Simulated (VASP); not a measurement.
# Cu (I4/mmm) in VASP: notebook

Runs on Cu. Level: r2SCAN. Tasks: relaxation of shape and atoms at fixed volume.

Everything below comes from runs of VASP 6.6.1. Logs are shortened: lines on timing, memory, paths and dates and some standing lists are left out, and cuts for length are marked.

### Step 1. The cell of the first run

Symmetry: I4/mmm, No. 139, tetragonal system. Conventional cell: a = 2.836 Å, b = 2.836 Å, c = 2.683 Å, α = 90.00°, β = 90.00°, γ = 90.00°. Cu (site symmetry 4/mmm) has 14 Cu at 2.41 to 2.84 Å within 3.2 Å.

### Step 2. Relaxation of shape and atoms at fixed volume, r2SCAN (10.79 Å³/atom)

POSCAR

```
Cu
1.0
   -1.4181380970      1.4181380970      1.3413609987
    1.4181380970     -1.4181380970      1.3413609987
    1.4181380970      1.4181380970     -1.3413609987
Cu
1
Direct
    0.0000000000      0.0000000000      0.0000000000
```

INCAR.step1

```
SYSTEM = Cu
PREC = Accurate ; ENCUT = 600
ISMEAR = 0 ; SIGMA = 0.1
LREAL = .False. ; LASPH = .True.
NELM = 100 ; GGA = PE
ALGO = Normal ; EDIFF = 1E-4
LWAVE = .True. ; LCHARG = .False.
```

INCAR.step2

```
SYSTEM = Cu
PREC = Accurate ; ENCUT = 600
EDIFF = 1E-6 ; ISMEAR = 0
SIGMA = 0.1 ; LREAL = .False.
LASPH = .True. ; NELM = 100
ALGO = Normal ; ISIF = 4
LWAVE = .False. ; LCHARG = .False.
METAGGA = R2SCAN ; LMIXTAU = .True.
IBRION = 2 ; NSW = 50
EDIFFG = -0.01 ; ISTART = 1
```

KPOINTS

```
regular mesh
0
Gamma
  20 20 20
  0 0 0
```

Potentials or basis: VASP PAW PBE potentials, release 64 (Cu).

Run with:

```bash
cat potpaw_PBE.64/Cu/POTCAR > POTCAR
cp INCAR.step1 INCAR
mpirun -np 1 vasp_std > vasp.out
cp INCAR.step2 INCAR
mpirun -np 1 vasp_std > vasp.out
```

OUTCAR:

```text
SYSTEM = Cu
   PREC = Accurate
   ENCUT = 600
   EDIFF = 1E-6
   ISMEAR = 0
   LREAL = .False.
   LASPH = .True.
   NELM = 100
   ISIF = 4
   METAGGA = R2SCAN
   IBRION = 2
   NSW = 50
   EDIFFG = -0.01
   ISTART = 1

 ion  position               nearest neighbor table
   1  0.000  0.000  0.000-

  LATTYP: Found a body centered tetragonal cell.
 ALAT       =     2.8362761940
 C/A-ratio  =     0.9458606334

  Lattice vectors:

 A1 = (  -1.4181380970,   1.4181380970,   1.3413609987)
 A2 = (   1.4181380970,  -1.4181380970,   1.3413609987)
 A3 = (   1.4181380970,   1.4181380970,  -1.3413609987)

Analysis of symmetry for initial positions (statically):
=====================================================================
 Subroutine PRICEL returns:
 Original cell was already a primitive cell.

 Routine SETGRP: Setting up the symmetry group for a
 body centered tetragonal supercell.

 Subroutine GETGRP returns: Found 16 space group operations
 (whereof 16 operations were pure point group operations)
 out of a pool of 16 trial point group operations.

The static configuration has the point symmetry D_4h.

Analysis of symmetry for dynamics (positions and initial velocities):
=====================================================================
 Subroutine PRICEL returns:
 Original cell was already a primitive cell.

 Routine SETGRP: Setting up the symmetry group for a
 body centered tetragonal supercell.

 Subroutine GETGRP returns: Found 16 space group operations
 (whereof 16 operations were pure point group operations)
 out of a pool of 16 trial point group operations.

The dynamic configuration has the point symmetry D_4h.

 Subroutine INISYM returns: Found 16 space group operations
 (whereof 16 operations are pure point group operations),
 and found     1 'primitive' translations

----------------------------------------------------------------------------------------

                                     Primitive cell

  volume of cell :      10.7905

  direct lattice vectors                    reciprocal lattice vectors
    -1.418138097  1.418138097  1.341360999     0.000000000  0.352574972  0.372755731
     1.418138097 -1.418138097  1.341360999     0.352574972  0.000000000  0.372755731
     1.418138097  1.418138097 -1.341360999     0.352574972  0.352574972  0.000000000

  length of vectors
     2.412774472  2.412774472  2.412774472     0.513084736  0.513084736  0.498616307

  position of ions in fractional coordinates (direct lattice)
     0.000000000  0.000000000  0.000000000

  ion indices of the primitive-cell ions
   primitive index   ion index
                 1           1

----------------------------------------------------------------------------------------

 KPOINTS: regular mesh

Automatic generation of k-mesh.
 Grid dimensions read from file:
 generate k-points for:   20   20   20

 Generating k-lattice:

  Cartesian coordinates                     Fractional coordinates (reciprocal lattice)
     0.000000000  0.017628749  0.018637787     0.050000000  0.000000000  0.000000000
     0.017628749  0.000000000  0.018637787     0.000000000  0.050000000  0.000000000
     0.017628749  0.017628749  0.000000000     0.000000000  0.000000000  0.050000000

  Length of vectors
     0.025654237  0.025654237  0.024930815

  Shift w.r.t. Gamma in fractional coordinates (k-lattice)
     0.000000000  0.000000000  0.000000000

 Subroutine IBZKPT returns following result:
 ===========================================

 Found    641 irreducible k-points:

 Following reciprocal coordinates:
            Coordinates               Weight
  0.000000  0.000000  0.000000      1.000000
  0.050000  0.000000  0.000000      8.000000
  0.100000 -0.000000  0.000000      8.000000
  0.150000  0.000000  0.000000      8.000000
  0.200000 -0.000000  0.000000      8.000000
  0.250000 -0.000000  0.000000      8.000000
[... 16 lines left out ...]
 -0.400000  0.050000 -0.000000     16.000000
 -0.350000  0.050000  0.000000     16.000000
 [... further k-points ...]
   k-points           NKPTS =    641   k-points in BZ     NKDIM =    641   number of bands    NBANDS=      9
   number of dos      NEDOS =    301   number of ions     NIONS =      1
   total plane-waves  NPLWV =   8000
   dimension x,y,z NGX =    20 NGY =   20 NGZ =   20
   dimension x,y,z NGXF=    40 NGYF=   40 NGZF=   40
   ions per type =               1
   NGX,Y,Z   is equivalent  to a cutoff of  13.78, 13.78, 13.78 a.u.
   NGXF,Y,Z  is equivalent  to a cutoff of  27.56, 27.56, 27.56 a.u.
 SYSTEM =  Cu
   PREC   = accura    normal or accurate (medium, high low for compatibility)
   ISTART =      1    job   : 0-new  1-cont  2-samecut
   ICHARG =      0    charge: 1-file 2-atom 10-const
   ISPIN  =      1    spin polarized calculation?
   LNONCOLLINEAR =      F non collinear calculations
   LSORBIT =      F    spin-orbit coupling
   LASPH  =      T    aspherical Exc in radial PAW
   ENCUT  =  600.0 eV  44.10 Ry    6.64 a.u.   4.82  4.82  4.82*2*pi/ulx,y,z
   NELM   =    100;   NELMIN=  2; NELMDL=  0     # of ELM steps
   EDIFF  = 0.1E-05   stopping-criterion for ELM
   LREAL  =      F    real-space projection
   EDIFFG = -.1E-01   stopping-criterion for IOM
   NSW    =     50    number of steps for IOM
   IBRION =      2    ionic relax: 0-MD 1-quasi-New 2-CG
   NFREE  =      1    steps in history (QN), initial steepest desc. (CG)
   ISIF   =      4    stress and relaxation
   ISYM   =      2    0-nonsym 1-usesym 2-fastsym
   POTIM  = 0.5000    time-step for ionic-motion
   TEBEG  =    0.0;   TEEND  =   0.0 temperature during run
   PSTRESS=    0.0 pullay stress
   NELECT =      11.0000    total number of electrons
   NUPDOWN=      -1.0000    fix difference up-down
   EMIN   =  10.00;   EMAX   =-10.00  energy-range for DOS
   EFERMI =   0.00;   METHOD = LEGACY
   ISMEAR =     0;   SIGMA  =   0.10  broadening in eV -4-tet -1-fermi 0-gaus
   EFERMI_NEDOS =   21; number of points for ismear=-14 and -15
   IALGO  =     38    algorithm
   IMIX   =      4    mixing-type and parameters
     AMIX     =   0.40;   BMIX     =  1.00
     AMIX_MAG =   1.60;   BMIX_MAG =  1.00
  volume/ion in A,a.u.               =      10.79        72.82
  Fermi-wavevector in a.u.,A,eV,Ry     =   1.647624  3.113558 36.935265  2.714665
  Thomas-Fermi vector in A             =   2.737052
   LORBIT       =      0    0 simple, 1 ext, 2 COOP (PROOUT), +10 PAW based schemes
   METAGGA = R2SCAN    functional components
   LHFCALC =     F    Hartree Fock is set to
   AEXX    =    0.0000 exact exchange contribution
   IVDW    =     0    specifies the selected vdW correction
   LEPSILON=     F    determine dielectric tensor
   LRPA    =     F    only Hartree local field effects (RPA)
 conjugate gradient relaxation of ions
 non-spin polarized calculation
 Gauss-broadening in eV      SIGMA  =   0.10
  energy-cutoff  :      600.00
  volume of cell :       10.79
 maximum number of plane-waves:       372
   NGX =  9   NGY =  9   NGZ =  9

--------------------------------------- Ionic step        1  -------------------------------------------

 number of electron      11.0000001 magnetization

 Free energy of the ion-electron system (eV)
  ---------------------------------------------------
  ext. energy  EPLUGINS =         0.00000000
  ---------------------------------------------------
  free energy    TOTEN  =       -10.76274296 eV

  energy without entropy =      -10.76057892  energy(sigma->0) =      -10.76166094

------------------------ aborting loop because EDIFF is reached ----------------------------------------

  FORCE on cell =-STRESS in cart. coord.  units (eV):
  Direction    XX          YY          ZZ          XY          YZ          ZX
  --------------------------------------------------------------------------------------
  -------------------------------------------------------------------------------------
  Total        0.8293057      0.8293057      0.8518164      0.0000000     -0.0000000      0.0000000
  in kB      123.1352853    123.1352853    126.4776746      0.0000000     -0.0000000      0.0000000
  external PRESSURE =     124.2494151 kB  Pullay stress =       0.0000000 kB

 VOLUME and BASIS-vectors are now :
 -----------------------------------------------------------------------------
  energy-cutoff  :      600.00
  volume of cell :       10.79
      direct lattice vectors                 reciprocal lattice vectors
    -1.418138097  1.418138097  1.341360999     0.000000000  0.352574972  0.372755731
     1.418138097 -1.418138097  1.341360999     0.352574972  0.000000000  0.372755731
     1.418138097  1.418138097 -1.341360999     0.352574972  0.352574972  0.000000000
[... 36 lines left out ...]
 POSITION                                       TOTAL-FORCE (eV/Angst)
 -----------------------------------------------------------------------------------
      1.41762      1.41762     -1.34233         0.000000      0.000000      0.000000
 -----------------------------------------------------------------------------------
    total drift:                               -0.000000     -0.000000      0.000000

  FREE ENERGIE OF THE ION-ELECTRON SYSTEM (eV)
  ---------------------------------------------------
  free  energy   TOTEN  =       -10.7627584500 eV

  energy  without entropy=      -10.7605992271  energy(sigma->0) =      -10.76167884

--------------------------------------- Ionic step        3  -------------------------------------------

 number of electron      11.0000002 magnetization

 Free energy of the ion-electron system (eV)
  ---------------------------------------------------
  ext. energy  EPLUGINS =         0.00000000
  ---------------------------------------------------
  free energy    TOTEN  =       -10.76279318 eV

  energy without entropy =      -10.76064221  energy(sigma->0) =      -10.76171770

 E-fermi :   8.5764     XC(G=0): -14.3671

 val. band max:        8.5760202096   @ k =   0.3000   0.1000   0.1000
 cond. band min:       8.5772689025   @ k =   0.5000   0.3000   0.0500
 fundamental gap:      0.0012486929
 Fermi energy:         8.5764425605

 k-point     1 :       0.0000    0.0000    0.0000
  band No.  band energies     occupation
      1      -1.8388      2.00000
      2       4.8901      2.00000
      3       5.1223      2.00000
      4       5.1224      2.00000
      5       6.0532      2.00000
      6       6.2976      2.00000
      7      34.9687      0.00000
      8      34.9687      0.00000
      9      36.4378      0.00000

 k-point     2 :       0.0500    0.0000    0.0000
  band No.  band energies     occupation
      1      -1.7298      2.00000
      2       4.8988      2.00000
      3       5.1190      2.00000
      4       5.1338      2.00000
      5       6.0537      2.00000
      6       6.2804      2.00000
      7      34.3617      0.00000
      8      34.7160      0.00000
      9      35.6556      0.00000
[... 253 lines left out ...]
 k-point    24 :      -0.3500    0.0500    0.0000
  band No.  band energies     occupation
      1       1.9681      2.00000
      2       4.3500      2.00000
      3       5.1367      2.00000
      4       6.1283      2.00000
      5       6.2789      2.00000
      6       6.5501      2.00000
      7      20.0408      0.00000
      8      27.5546      0.00000
      9      29.3849      0.00000

 [... further k-points ...]

------------------------ aborting loop because EDIFF is reached ----------------------------------------

  FORCE on cell =-STRESS in cart. coord.  units (eV):
  Direction    XX          YY          ZZ          XY          YZ          ZX
  --------------------------------------------------------------------------------------
  -------------------------------------------------------------------------------------
  Total        0.8285075      0.8285075      0.8414819      0.0000000     -0.0000000      0.0000000
  in kB      123.0167738    123.0167738    124.9432095      0.0000000     -0.0000000      0.0000000
  external PRESSURE =     123.6589190 kB  Pullay stress =       0.0000000 kB

 VOLUME and BASIS-vectors are now :
 -----------------------------------------------------------------------------
  energy-cutoff  :      600.00
  volume of cell :       10.79
      direct lattice vectors                 reciprocal lattice vectors
    -1.416087644  1.416087644  1.345248313     0.000000000  0.353085490  0.371678593
     1.416087644 -1.416087644  1.345248313     0.353085490  0.000000000  0.371678593
     1.416087644  1.416087644 -1.345248313     0.353085490  0.353085490  0.000000000

 POSITION                                       TOTAL-FORCE (eV/Angst)
 -----------------------------------------------------------------------------------
     -0.00000      0.00000      0.00000         0.000000      0.000000      0.000000
 -----------------------------------------------------------------------------------
    total drift:                                0.000000     -0.000000      0.000000

  FREE ENERGIE OF THE ION-ELECTRON SYSTEM (eV)
  ---------------------------------------------------
  free  energy   TOTEN  =       -10.7627931781 eV

  energy  without entropy=      -10.7606422147  energy(sigma->0) =      -10.76171770

 reached required accuracy - stopping structural energy minimisation
```

Wall time 6.4 min (1 thread of Intel Xeon Platinum 8375C at 2.90GHz (Ice Lake), shared host); peak memory 0.2 GiB.

Results:

```
Free energy               : -10.7628 eV
Energy gained by relaxing : 0.1 meV/atom
Ionic steps               : 3
Pressure after relaxing   : 12.4 GPa
Band gap on the k mesh    : zero (an odd number of electrons rules out a gap without spin polarisation)
```

Final structure:
```xyz
1
Lattice="-1.4161 1.4161 1.3452 1.4161 -1.4161 1.3452 1.4161 1.4161 -1.3452" Properties=species:S:1:pos:R:3 pbc="T T T"
Cu    0.0000    0.0000    0.0000
```

Levels at points of the mesh, in eV from the Fermi level:
| k point | band 2 | band 3 | band 4 | band 5 | band 6 | band 7 | band 8 | band 9 |
| --- | --- | --- | --- | --- | --- | --- | --- | --- |
| (0.00, 0.00, 0.00) | -3.69 | -3.45 | -3.45 | -2.52 | -2.28 | 26.39 | 26.39 | 27.86 |
| (0.50, 0.00, 0.00) | -4.47 | -2.41 | -2.15 | -1.51 | -0.71 | 5.31 | 18.59 | 19.14 |
| (0.50, 0.50, 0.00) | -4.18 | -2.59 | -2.32 | -1.54 | -1.16 | 4.70 | 19.98 | 20.83 |
| (0.50, 0.50, 0.50) | -5.36 | -1.73 | -1.73 | -1.67 | 8.38 | 8.38 | 10.57 | 14.12 |

Caveat: the PAW data sets were made with another functional, which shifts forces and pressure a little.

### Step 3. Relaxation of shape and atoms at fixed volume, r2SCAN (11.13 Å³/atom)

This run uses another cell than the first one, of 11.13 Å³/atom.

POSCAR

```
Cu
1.0
   -1.4330669636      1.4330669636      1.3554816259
    1.4330669636     -1.4330669636      1.3554816259
    1.4330669636      1.4330669636     -1.3554816259
Cu
1
Direct
    0.0000000000      0.0000000000      0.0000000000
```

INCAR.step1

```
SYSTEM = Cu
ALGO     = Normal         ! electronic algorithm
EDIFF    = 1E-4           ! SCF threshold, eV
ENCUT    = 600            ! plane-wave cutoff, eV
GGA      = PE             ! functional
ISMEAR   = 0              ! smearing method
LASPH    = .TRUE.         ! aspherical terms in the spheres
LCHARG   = .FALSE.        ! write CHGCAR
LREAL    = .FALSE.        ! projectors in reciprocal space
LWAVE    = .TRUE.         ! write WAVECAR
NELM     = 60             ! most SCF steps
PREC     = Accurate       ! precision mode
SIGMA    = 0.1            ! smearing width, eV
```

INCAR.step2

```
SYSTEM = Cu
ALGO     = Normal         ! electronic algorithm
EDIFF    = 1E-7           ! SCF threshold, eV
EDIFFG   = -0.01          ! ionic threshold
ENCUT    = 600            ! plane-wave cutoff, eV
IBRION   = 2              ! ionic algorithm
ISIF     = 4              ! what is computed and relaxed
ISMEAR   = 0              ! smearing method
ISTART   = 1            
LASPH    = .TRUE.         ! aspherical terms in the spheres
LCHARG   = .FALSE.        ! write CHGCAR
LMIXTAU  = .TRUE.       
LREAL    = .FALSE.        ! projectors in reciprocal space
LWAVE    = .FALSE.        ! write WAVECAR
METAGGA  = R2SCAN         ! meta-GGA
NELM     = 60             ! most SCF steps
NSW      = 50             ! ionic steps
PREC     = Accurate       ! precision mode
SIGMA    = 0.1            ! smearing width, eV
```

KPOINTS

```
k-points
0
G
  20 20 20
  0 0 0
```

Potentials or basis: VASP PAW PBE potentials, release 64 (Cu).

Run with:

```bash
cat potpaw_PBE.64/Cu/POTCAR > POTCAR
cp INCAR.step1 INCAR
mpirun -np 1 vasp_std > vasp.out
cp INCAR.step2 INCAR
mpirun -np 1 vasp_std > vasp.out
```

It took 4.7 min on 1 thread of Intel Xeon Platinum 8375C at 2.90GHz (Ice Lake), shared host; peak memory 0.2 GiB.

The run converged. Its results:

* Free energy: -10.7827 eV
* Pressure after relaxing: 6.0 GPa
* Band gap on the k mesh: zero (an odd number of electrons rules out a gap without spin polarisation)

Stress tensor (GPa, compression positive):
```
5.96 0.00 0.00
0.00 5.96 0.00
0.00 0.00 6.14
```

Final structure:
```
Cu
1.0
    -1.43307    1.43307    1.35548
     1.43307   -1.43307    1.35548
     1.43307    1.43307   -1.35548
Cu
1
Direct
  0.00000 0.00000 0.00000
```

Levels at points of the mesh, in eV from the Fermi level:
```tsv
k point	band 4	band 5	band 6	band 7	band 8	band 9
(0.00, 0.00, 0.00)	-3.33	-2.46	-2.21	26.03	26.03	27.62
(0.50, 0.00, 0.00)	-2.08	-1.48	-0.60	5.15	18.30	18.69
(0.50, 0.50, 0.00)	-2.26	-1.52	-1.07	4.50	19.80	20.48
(0.50, 0.50, 0.50)	-1.70	-1.63	8.19	8.19	10.52	13.84
```

Caveat: the PAW data sets were made with another functional, which shifts forces and pressure a little.
